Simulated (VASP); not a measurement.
# KTaO3 (Pm-3m) in VASP: notebook

KTaO3 is run at these levels: PBE; tasks: single point, relaxation of cell and atoms.

All numbers are computed with VASP 6.6.1; they aren't measurements. Logs are shortened: lines on timing, memory, paths and dates and some standing lists are left out, and cuts for length are marked.

### Step 1. The cell of the first run

Symmetry: Pm-3m, No. 221, cubic system. The conventional cell has a = 4.024 Å, b = 4.024 Å, c = 4.024 Å, α = 90.00°, β = 90.00°, γ = 90.00°. Within 3.7 Å of K (site symmetry m-3m) lie 12 O at 2.85 Å and 8 Ta at 3.49 Å. Ta (site symmetry m-3m) has 6 O at 2.01 Å within 2.7 Å. O (site symmetry 4/mmm) has 2 Ta at 2.01 Å within 2.7 Å.

### Step 2. Single point, PBE

Contents of INCAR:

```
SYSTEM = KTaO3
PREC     = Accurate       ! precision mode
ENCUT    = 520            ! plane-wave cutoff, eV
EDIFF    = 1E-6           ! SCF threshold, eV
ISMEAR   = 0              ! smearing method
SIGMA    = 0.02           ! smearing width, eV
LREAL    = .FALSE.        ! projectors in reciprocal space
LASPH    = .TRUE.         ! aspherical terms in the spheres
NELM     = 100            ! most SCF steps
ALGO     = Fast           ! electronic algorithm
ISIF     = 2              ! what is computed and relaxed
LWAVE    = .FALSE.        ! write WAVECAR
LCHARG   = .TRUE.         ! write CHGCAR
GGA      = PE             ! functional
LELF     = .TRUE.         ! ELF
LVHAR    = .TRUE.       
NBANDS   = 27             ! bands
```

Contents of KPOINTS:

```
regular mesh
0
G
  8 8 8
  0 0 0
```

Contents of POSCAR:

```
KTaO3
1.0
    4.0243579231      0.0000000000      0.0000000000
    0.0000000000      4.0243579231      0.0000000000
    0.0000000000      0.0000000000      4.0243579231
K Ta O
1 1 3
Direct
    0.5000000000      0.5000000000      0.5000000000
    0.0000000000      0.0000000000      0.0000000000
    0.5000000000      0.0000000000      0.0000000000
    0.0000000000      0.5000000000      0.0000000000
    0.0000000000      0.0000000000      0.5000000000
```

Potentials or basis: VASP PAW PBE potentials, release 64 (K_sv, Ta_pv, O).

On the command line:

```
$ cat potpaw_PBE.64/K_sv/POTCAR potpaw_PBE.64/Ta_pv/POTCAR potpaw_PBE.64/O/POTCAR > POTCAR
$ mpirun -np 1 vasp_std > vasp.out
```

OUTCAR:

```text
SYSTEM = KTaO3
   PREC = Accurate
   ENCUT = 520
   EDIFF = 1E-6
   ISMEAR = 0
   LREAL = .FALSE.
   LASPH = .TRUE.
   NELM = 100
   ISIF = 2
   GGA = PE

 ion  position               nearest neighbor table
   1  0.500  0.500  0.500-   3 2.85   4 2.85   5 2.85   3 2.85   4 2.85   3 2.85   5 2.85   3 2.85
                             4 2.85   5 2.85   4 2.85   5 2.85   2 3.49   2 3.49   2 3.49   2 3.49
   2  0.000  0.000  0.000-   3 2.01   4 2.01   5 2.01   5 2.01   4 2.01   3 2.01   1 3.49   1 3.49
                             1 3.49   1 3.49   1 3.49   1 3.49   1 3.49   1 3.49
   3  0.500  0.000  0.000-   2 2.01   2 2.01   1 2.85   1 2.85   1 2.85   1 2.85
   4  0.000  0.500  0.000-   2 2.01   2 2.01   1 2.85   1 2.85   1 2.85   1 2.85
   5  0.000  0.000  0.500-   2 2.01   2 2.01   1 2.85   1 2.85   1 2.85   1 2.85

  LATTYP: Found a simple cubic cell.
 ALAT       =     4.0243579231

  Lattice vectors:

 A1 = (   4.0243579231,   0.0000000000,   0.0000000000)
 A2 = (   0.0000000000,   4.0243579231,   0.0000000000)
 A3 = (   0.0000000000,   0.0000000000,   4.0243579231)

Analysis of symmetry for initial positions (statically):
=====================================================================
 Subroutine PRICEL returns:
 Original cell was already a primitive cell.

 Routine SETGRP: Setting up the symmetry group for a
 simple cubic supercell.

 Subroutine GETGRP returns: Found 48 space group operations
 (whereof 48 operations were pure point group operations)
 out of a pool of 48 trial point group operations.

The static configuration has the point symmetry O_h .

Analysis of symmetry for dynamics (positions and initial velocities):
=====================================================================
 Subroutine PRICEL returns:
 Original cell was already a primitive cell.

 Routine SETGRP: Setting up the symmetry group for a
 simple cubic supercell.

 Subroutine GETGRP returns: Found 48 space group operations
 (whereof 48 operations were pure point group operations)
 out of a pool of 48 trial point group operations.

The dynamic configuration has the point symmetry O_h .

 Subroutine INISYM returns: Found 48 space group operations
 (whereof 48 operations are pure point group operations),
 and found     1 'primitive' translations

----------------------------------------------------------------------------------------

[... 93 lines left out ...]
   LNONCOLLINEAR =      F non collinear calculations
   LSORBIT =      F    spin-orbit coupling
   LASPH  =      T    aspherical Exc in radial PAW
   ENCUT  =  520.0 eV  38.22 Ry    6.18 a.u.   7.48  7.48  7.48*2*pi/ulx,y,z
   NELM   =    100;   NELMIN=  2; NELMDL= -5     # of ELM steps
   EDIFF  = 0.1E-05   stopping-criterion for ELM
   LREAL  =      F    real-space projection
   EDIFFG = 0.1E-04   stopping-criterion for IOM
   NSW    =      0    number of steps for IOM
   IBRION =     -1    ionic relax: 0-MD 1-quasi-New 2-CG
   NFREE  =      0    steps in history (QN), initial steepest desc. (CG)
   ISIF   =      2    stress and relaxation
   ISYM   =      2    0-nonsym 1-usesym 2-fastsym
   POTIM  = 0.5000    time-step for ionic-motion
   TEBEG  =    0.0;   TEEND  =   0.0 temperature during run
   PSTRESS=    0.0 pullay stress
   NELECT =      38.0000    total number of electrons
   NUPDOWN=      -1.0000    fix difference up-down
   EMIN   =  10.00;   EMAX   =-10.00  energy-range for DOS
   EFERMI =   0.00;   METHOD = LEGACY
   ISMEAR =     0;   SIGMA  =   0.02  broadening in eV -4-tet -1-fermi 0-gaus
   EFERMI_NEDOS =   21; number of points for ismear=-14 and -15
   IALGO  =     68    algorithm
   IMIX   =      4    mixing-type and parameters
     AMIX     =   0.40;   BMIX     =  1.00
     AMIX_MAG =   1.60;   BMIX_MAG =  1.00
  volume/ion in A,a.u.               =      13.04        87.97
  Fermi-wavevector in a.u.,A,eV,Ry     =   1.367643  2.584471 25.448983  1.870448
  Thomas-Fermi vector in A             =   2.493677
   LORBIT       =      0    0 simple, 1 ext, 2 COOP (PROOUT), +10 PAW based schemes
   GGA     = PE    functional components
   LHFCALC =     F    Hartree Fock is set to
   AEXX    =    0.0000 exact exchange contribution
   IVDW    =     0    specifies the selected vdW correction
   LEPSILON=     F    determine dielectric tensor
   LRPA    =     F    only Hartree local field effects (RPA)
 non-spin polarized calculation
 RMM-DIIS sequential band-by-band and
 Gauss-broadening in eV      SIGMA  =   0.02
  energy-cutoff  :      520.00
  volume of cell :       65.18
 maximum number of plane-waves:      1775
 NGX is ok and might be reduce to    30
   NGX = 15   NGY = 15   NGZ = 15

 number of electron      37.9999979 magnetization

 Free energy of the ion-electron system (eV)
  ---------------------------------------------------
  ext. energy  EPLUGINS =         0.00000000
  ---------------------------------------------------
  free energy    TOTEN  =       -41.06750004 eV

  energy without entropy =      -41.06750004  energy(sigma->0) =      -41.06750004

 E-fermi :   1.7891     XC(G=0): -10.7338

 val. band max:        1.6192076800   @ k =   0.5000   0.5000   0.5000
 cond. band min:       3.7351410300   @ k =   0.0000   0.0000   0.0000
 fundamental gap:      2.1159333500
 Fermi energy:         1.7890731254

 k-point     1 :       0.0000    0.0000    0.0000
  band No.  band energies     occupation
      1     -32.6260      2.00000
      2     -32.6260      2.00000
      3     -32.6260      2.00000
      4     -25.7272      2.00000
      5     -15.8342      2.00000
      6     -15.1369      2.00000
[... 709 lines left out ...]
     26      12.2635      0.00000
     27      12.2735      0.00000

 [... further k-points ...]
[... 5 lines left out ...]
  --------------------------------------------------------------------------------------
  -------------------------------------------------------------------------------------
  Total        0.2384777      0.2384777      0.2384777      0.0000000     -0.0000000      0.0000000
  in kB        5.8623070      5.8623070      5.8623070      0.0000000     -0.0000000      0.0000000
  external PRESSURE =       5.8623070 kB  Pullay stress =       0.0000000 kB

 VOLUME and BASIS-vectors are now :
 -----------------------------------------------------------------------------
  energy-cutoff  :      520.00
  volume of cell :       65.18
      direct lattice vectors                 reciprocal lattice vectors
     4.024357923  0.000000000  0.000000000     0.248486844  0.000000000  0.000000000
     0.000000000  4.024357923  0.000000000     0.000000000  0.248486844  0.000000000
     0.000000000  0.000000000  4.024357923     0.000000000  0.000000000  0.248486844

 POSITION                                       TOTAL-FORCE (eV/Angst)
 -----------------------------------------------------------------------------------
      2.01218      2.01218      2.01218         0.000000      0.000000      0.000000
      0.00000      0.00000      0.00000         0.000000      0.000000      0.000000
      2.01218      0.00000      0.00000         0.000000      0.000000      0.000000
      0.00000      2.01218      0.00000         0.000000      0.000000      0.000000
      0.00000      0.00000      2.01218         0.000000      0.000000      0.000000
 -----------------------------------------------------------------------------------
    total drift:                                0.000000     -0.000000      0.000000

  FREE ENERGIE OF THE ION-ELECTRON SYSTEM (eV)
  ---------------------------------------------------
  free  energy   TOTEN  =       -41.0675000388 eV

  energy  without entropy=      -41.0675000388  energy(sigma->0) =      -41.06750004
```

OSZICAR:

```text
N       E                     dE             d eps       ncg     rms          rms(c)
DAV:   1     0.323368438445E+03    0.32337E+03   -0.20708E+04  1890   0.141E+03
DAV:   2    -0.305303647352E+02   -0.35390E+03   -0.34462E+03  2292   0.403E+02
DAV:   3    -0.491761717752E+02   -0.18646E+02   -0.18565E+02  2688   0.892E+01
[... 14 lines left out ...]
RMM:  18    -0.410674929872E+02   -0.54691E-05   -0.41068E-05  2179   0.210E-02    0.139E-03
RMM:  19    -0.410674962073E+02   -0.32201E-05   -0.24622E-05  1994   0.158E-02    0.556E-04
RMM:  20    -0.410674981538E+02   -0.19465E-05   -0.14510E-05  1832   0.121E-02    0.592E-04
RMM:  21    -0.410674993247E+02   -0.11709E-05   -0.91235E-06  1698   0.941E-03    0.646E-04
RMM:  22    -0.410675000388E+02   -0.71410E-06   -0.55881E-06  1508   0.728E-03
   1 F= -.41067500E+02 E0= -.41067500E+02  d E =-.315660E-35
```

Wall time 39 s (1 thread of Intel Xeon 6975P-C (Granite Rapids), shared host); peak memory 0.2 GiB.

Results:

```yaml
Free_energy: -41.0675 eV
Pressure: 0.6 GPa
Band_gap_on_the_k_mesh: 2.12 eV (least direct gap 2.75 eV)
```

Levels at points of the mesh, in eV from the valence-band top:
| k point | band 16 | band 17 | band 18 | band 19 | band 20 | band 21 | band 22 | band 23 |
| --- | --- | --- | --- | --- | --- | --- | --- | --- |
| (0.00, 0.00, 0.00) | -1.02 | -0.63 | -0.63 | -0.63 | 2.12 | 2.12 | 2.12 | 6.41 |
| (0.50, 0.00, 0.00) | -2.08 | -1.45 | -0.85 | -0.85 | 2.26 | 4.84 | 4.84 | 6.49 |
| (0.50, 0.50, 0.00) | -1.70 | -1.40 | -1.40 | -0.04 | 4.88 | 4.88 | 6.11 | 7.32 |
| (0.50, 0.50, 0.50) | -3.82 | 0.00 | 0.00 | 0.00 | 6.23 | 6.23 | 6.23 | 8.84 |

Caveat: spin-orbit coupling is left out, which moves the levels of the heavy elements.

### Step 3. Relaxation of cell and atoms, PBE

This run uses another cell than the first one, of 12.69 Å³/atom.

Contents of INCAR:

```
  PREC = Accurate
  ENCUT = 600
  EDIFF = 1E-6
  ISMEAR = 0
  SIGMA = 0.02
  LREAL = F
  LASPH = T
  NELM = 100
  ALGO = Normal
  ISIF = 3
  LWAVE = F
  LCHARG = F
  GGA = PE
  IBRION = 2
  NSW = 100
  EDIFFG = -0.002
```

Contents of KPOINTS:

```
regular mesh
0
Gamma
  8 8 8
```

Edit POSCAR of step 2 so:

```diff
@@ -2,5 +2,5 @@
 1.0
-    4.0243579231      0.0000000000      0.0000000000
-    0.0000000000      4.0243579231      0.0000000000
-    0.0000000000      0.0000000000      4.0243579231
+    3.9883000000      0.0000000000      0.0000000000
+    0.0000000000      3.9883000000      0.0000000000
+    0.0000000000      0.0000000000      3.9883000000
 K Ta O
```

Potentials or basis: VASP PAW PBE potentials, release 64 (K_sv, Ta_pv, O).

On the command line:

```
$ cat potpaw_PBE.64/K_sv/POTCAR potpaw_PBE.64/Ta_pv/POTCAR potpaw_PBE.64/O/POTCAR > POTCAR
$ mpirun -np 1 vasp_std > vasp.out
```

Run time: 96 s. Hardware: 1 thread of Intel Xeon 6975P-C (Granite Rapids), shared host; peak memory 0.23 GiB.

It converged, with:

```
Free energy                           : -41.0721 eV
Relaxed volume                        : 13.07 Å³/atom
Relaxed cell                          : a = 4.028 Å, b = 4.028 Å, c = 4.028 Å, α = 90.00°, β = 90.00°, γ = 90.00°
Space group after relaxing (to 0.1 Å) : Pm-3m (No. 221)
Energy gained by relaxing             : 6.8 meV/atom
Ionic steps                           : 19
Pressure after relaxing               : 0.0 GPa
Band gap on the k mesh                : 2.11 eV (least direct gap 2.74 eV)
```

Step by step:
```csv
step,energy change (eV),largest force (eV/Å),pressure (GPa),volume (Å³)
1,0.0000,0.0000,5.90,63.44
2,0.0186,0.0000,-6.49,67.83
3,-0.0339,0.0000,-0.05,65.34
4,-0.0338,0.0000,0.07,65.31
5,-0.0339,0.0000,0.07,65.31
6,-0.0339,0.0000,0.07,65.31
7,-0.0339,0.0000,0.06,65.31
8,-0.0339,0.0000,0.06,65.31
9,-0.0339,0.0000,0.06,65.31
10,-0.0339,0.0000,0.06,65.31
11,-0.0339,0.0000,0.06,65.31
12,-0.0339,0.0000,0.06,65.31
13,-0.0339,0.0000,0.07,65.31
14,-0.0339,0.0000,0.07,65.31
15,-0.0339,0.0000,0.07,65.32
16,-0.0339,0.0000,0.04,65.33
17,-0.0339,0.0000,-0.03,65.34
18,-0.0339,0.0000,-0.03,65.33
19,-0.0339,0.0000,-0.02,65.33
```

Final structure:
```xyz
5
Lattice="4.0275 0.0000 0.0000 0.0000 4.0275 0.0000 0.0000 0.0000 4.0275" Properties=species:S:1:pos:R:3 pbc="T T T"
K     2.0138    2.0138    2.0138
Ta    0.0000    0.0000    0.0000
O     2.0138    0.0000    0.0000
O     0.0000    2.0138    0.0000
O     0.0000    0.0000    2.0138
```

Levels at points of the mesh, in eV from the valence-band top:
```tsv
k point	band 16	band 17	band 18	band 19	band 20	band 21	band 22	band 23
(0.00, 0.00, 0.00)	-1.01	-0.63	-0.63	-0.63	2.11	2.11	2.11	6.39
(0.50, 0.00, 0.00)	-2.07	-1.44	-0.85	-0.85	2.26	4.83	4.83	6.46
(0.50, 0.50, 0.00)	-1.70	-1.40	-1.40	-0.04	4.86	4.86	6.10	7.29
(0.50, 0.50, 0.50)	-3.81	0.00	0.00	0.00	6.21	6.21	6.21	8.83
```

Caveat: spin-orbit coupling is left out, which moves the levels of the heavy elements.

### Step 4. Single point, PBE, collinear spin

This run uses another cell than the first one, of 12.69 Å³/atom.

Contents of INCAR:

```
SYSTEM = KTaO3
ALGO     = Normal         ! electronic algorithm
EDIFF    = 1E-6           ! SCF threshold, eV
ENCUT    = 520            ! plane-wave cutoff, eV
GGA      = PE             ! functional
ISIF     = 2              ! what is computed and relaxed
ISMEAR   = 0              ! smearing method
ISPIN    = 2              ! spin polarisation
LASPH    = .TRUE.         ! aspherical terms in the spheres
LCHARG   = .TRUE.         ! write CHGCAR
LELF     = .TRUE.         ! ELF
LMAXMIX  = 4              ! l up to which the mixer works
LORBIT   = 11             ! projections on sites
LREAL    = .FALSE.        ! projectors in reciprocal space
LVHAR    = .TRUE.       
LWAVE    = .FALSE.        ! write WAVECAR
MAGMOM   = 0 1 0 0 0      ! initial moments
NBANDS   = 31             ! bands
NELM     = 150            ! most SCF steps
PREC     = Accurate       ! precision mode
SIGMA    = 0.1            ! smearing width, eV
```

Contents of KPOINTS:

```
k-points
0
G
  4 4 4
  0 0 0
```

POSCAR is that of step 3.

On the command line:

```
$ cat potpaw_PBE.64/K_sv/POTCAR potpaw_PBE.64/Ta_pv/POTCAR potpaw_PBE.64/O/POTCAR > POTCAR
$ mpirun -np 1 vasp_std > vasp.out
```

Run time: 19 s. Hardware: 1 thread of Intel Xeon 6975P-C (Granite Rapids), shared host; peak memory 0.2 GiB.

The run converged. Its results:

```
Free energy                                           : -41.0043 eV
Pressure                                              : 6.1 GPa
Band gap on the k mesh                                : 2.16 eV (least direct gap 2.78 eV)
Net moment                                            : 0.00 μB per cell
Valence electrons inside the program's atomic spheres : K 7.62; Ta 8.76; O 5.09
```

Levels at points of the mesh, in eV from the valence-band top:
Spin up:
| k point | band 17 | band 18 | band 19 | band 20 | band 21 | band 22 |
| --- | --- | --- | --- | --- | --- | --- |
| (0.00, 0.00, 0.00) | -0.62 | -0.62 | -0.62 | 2.16 | 2.16 | 2.16 |
| (0.50, 0.00, 0.00) | -1.51 | -0.85 | -0.85 | 2.32 | 5.00 | 5.00 |
| (0.50, 0.50, 0.00) | -1.43 | -1.43 | -0.04 | 5.04 | 5.04 | 6.33 |
| (0.50, 0.50, 0.50) | 0.00 | 0.00 | 0.00 | 6.46 | 6.46 | 6.46 |
Spin down:
```csv
k point,band 17,band 18,band 19,band 20,band 21,band 22
"(0.00, 0.00, 0.00)",-0.62,-0.62,-0.62,2.16,2.16,2.16
"(0.50, 0.00, 0.00)",-1.51,-0.85,-0.85,2.32,5.01,5.01
"(0.50, 0.50, 0.00)",-1.43,-1.43,-0.04,5.04,5.04,6.33
"(0.50, 0.50, 0.50)",0.00,0.00,0.00,6.46,6.46,6.46
```

Caveat: the cell stands under pressure; spin-orbit coupling is left out, which moves the levels of the heavy elements.

### Step 5. Overview

```tsv
task	spin	cell	k mesh	cutoff (eV)	smearing	gap on the mesh (eV)	pressure (GPa)
single point	off	a = 4.024 Å, 5 atoms	8 × 8 × 8	520	gaussian 0.02 eV	2.12	0.6
relaxation of cell and atoms	off	relaxed from a = 3.988 Å, 5 atoms	8 × 8 × 8	600	gaussian 0.02 eV	2.11	0.0
single point	collinear	a = 3.988 Å, 5 atoms	4 × 4 × 4	520	gaussian 0.1 eV	2.16	6.1
```

Alike in all rows: level PBE; potentials or basis VASP PAW PBE potentials, release 64 (K_sv, Ta_pv, O).

Caveats: spin-orbit coupling is left out, which moves the levels of the heavy elements; the cell stands under pressure (at least some runs).

Total energies depend on the potentials used, so only differences within one code and one set of settings carry meaning.
